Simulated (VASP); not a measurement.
Runs of VASP 6.6.1 on Tl2I5. The structure is that of space group F-43m (No. 216), or close to it. The cells are those of the table. 

| task | cell | k mesh | cutoff (eV) | gap on the mesh (eV) | pressure (GPa) | largest force (eV/Å) |
| --- | --- | --- | --- | --- | --- | --- |
| single point | a = 8.762 Å, angles 60.0°, 7 atoms | 6 × 6 × 6 | 520 | none | 0.0 | 0.01 |
| single point | a = 8.763 Å, angles 60.0°, 7 atoms | 4 × 4 × 4 | 520 | none | 0.0 | 0.04 |
| single point | a = 7.373 Å, angles 60.0°, 7 atoms | 4 × 4 × 4 | 520 | none | 14.3 | (a) |
| relaxation of cell and atoms | relaxed from a = 7.373 Å, angles 60.0°, 7 atoms | 4 × 4 × 4 | 600 | none | 0.0 | 0.03 |

Alike in all rows: level PBE; potentials or basis VASP PAW PBE potentials, release 64 (Tl_d, I); no spin polarisation; smearing gaussian 0.1 eV.

**Question.** Fill in the values left out.

**Answer.** (a) 7.04.

Caveats: spin-orbit coupling is left out, which moves the levels of the heavy elements; an odd number of electrons without spin polarisation forces a metal; a magnetic or distorted state may lie lower.

A k mesh can miss the band edges, and the runs leave out spin-orbit coupling on I, Tl.

A gap of «none» marks levels without a gap at the run's occupations.
